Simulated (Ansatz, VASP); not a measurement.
**CoSi2: VASP beside Ansatz**

The input POSCAR:

```
CoSi2
1.0
    0.0000000000      2.6573711548      2.6573711548
    2.6573711548      0.0000000000      2.6573711548
    2.6573711548      2.6573711548      0.0000000000
Co Si
1 2
Direct
    0.0000000000      0.0000000000      0.0000000000
    0.2500000000      0.2500000000      0.2500000000
    0.7500000000      0.7500000000      0.7500000000
```

INCAR.step1

```
SYSTEM = CoSi2
  PREC = Accurate
  ENCUT = 600
  ISMEAR = 0
  SIGMA = 0.05
  LREAL = .FALSE.
  LASPH = .TRUE.
  NELM = 60
  GGA = PE
  ALGO = Normal
  EDIFF = 1E-4
  LWAVE = .TRUE.
  LCHARG = .FALSE.
```

INCAR.step2

```
SYSTEM = CoSi2
  PREC = Accurate
  ENCUT = 600
  EDIFF = 1E-6
  ISMEAR = 0
  SIGMA = 0.05
  LREAL = .FALSE.
  LASPH = .TRUE.
  NELM = 60
  ALGO = Normal
  ISIF = 3
  LWAVE = .FALSE.
  LCHARG = .FALSE.
  METAGGA = R2SCAN
  LMIXTAU = .TRUE.
  IBRION = 2
  NSW = 50
  EDIFFG = -0.01
  ISTART = 1
```

The input KPOINTS:

```
regular mesh
0
G
  14 14 14
  0 0 0
```

Input for Ansatz:

```yaml
crystal:
  lattice:
    - [0.0, 2.6573711548, 2.6573711548]
    - [2.6573711548, 0.0, 2.6573711548]
    - [2.6573711548, 2.6573711548, 0.0]
  atoms:
    - { symbol: Co, position: [0.0, 0.0, 0.0] }
    - { symbol: Si, position: [0.25, 0.25, 0.25] }
    - { symbol: Si, position: [0.75, 0.75, 0.75] }
basis:
  ecutwfc: 500
  ecutrho_ratio: 4
kpoints:
  mp_grid: { grid: [14, 14, 14] }
hamiltonian:
  xc: r2scan
scf:
  occupations: { method: gaussian, width: 0.05 }
output:
  forces: true
  stress: true
  eigenvalues: true
relax:
  f_tol: 0.01
  max_steps: 30
  cell: { stress_tol: 0.05 }
```

Alike in both runs: task relaxation of cell and atoms; functional r2SCAN; k mesh 14 × 14 × 14; occupations gaussian, width 0.05 eV; no spin polarisation.

|  | VASP | Ansatz |
| --- | --- | --- |
| version | VASP 6.6.1 | Ansatz 0.2.0 |
| potentials or method | VASP PAW PBE potentials, release 64 (Co, Si), cutoff 600 eV | scalar-relativistic, plane waves, PAW |
| valence electrons in the cell | 17 | 25 |

|  | VASP | Ansatz | Ansatz less VASP |
| --- | --- | --- | --- |
| gap on the k mesh at the Fermi level, each at its own relaxed structure (eV) | none | none | - |
| relaxed volume (Å³/atom) | 12.51 | 12.51 | 0.000 |
| relaxed length of the cell vector where the two differ most in proportion (Å) | 3.758 | 3.758 | 0.0000 |

VASP's potentials were made for PBE, not for r2SCAN. A gap of «none» marks a metal or a gap that the smearing closes. VASP's potentials hold 17 valence electrons a cell and Ansatz's 25, so a difference there can come from the potentials and not from the codes.

Noted on VASP's run: the relaxation stopped at its first step, so nothing moved.
